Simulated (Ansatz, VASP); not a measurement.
One calculation of Na, two programs

```
CELL_PARAMETERS angstrom
3.76700 0.00000 0.00000
-1.88350 3.26232 0.00000
0.00000 0.00000 6.15400
ATOMIC_POSITIONS crystal
Na 0.66667 0.33333 0.75000
Na 0.33333 0.66667 0.25000
```

Alike in both runs: task single point; functional PBE; k mesh 8 × 8 × 5; occupations fermi-dirac, width 0.05 eV; no spin polarisation.

|  | VASP | Ansatz |
| --- | --- | --- |
| version | VASP 6.6.1 | Ansatz 0.2.0 |
| potentials or method | VASP PAW PBE potentials, release 64 (Na_pv), cutoff 520 eV | all-electron LAPW, scalar-relativistic |

|  | VASP | Ansatz | Ansatz less VASP |
| --- | --- | --- | --- |
| gap on the k mesh at the Fermi level (eV) | none | none | - |
| pressure (GPa) | -0.1 | -0.1 | 0.00 |
| traceless stress, the component that is largest in VASP (GPa) | -0.16 | -0.16 | -0.001 |

A gap of «none» marks a metal or a gap that the smearing closes. Ansatz ran all-electron here, and VASP with PAW potentials.
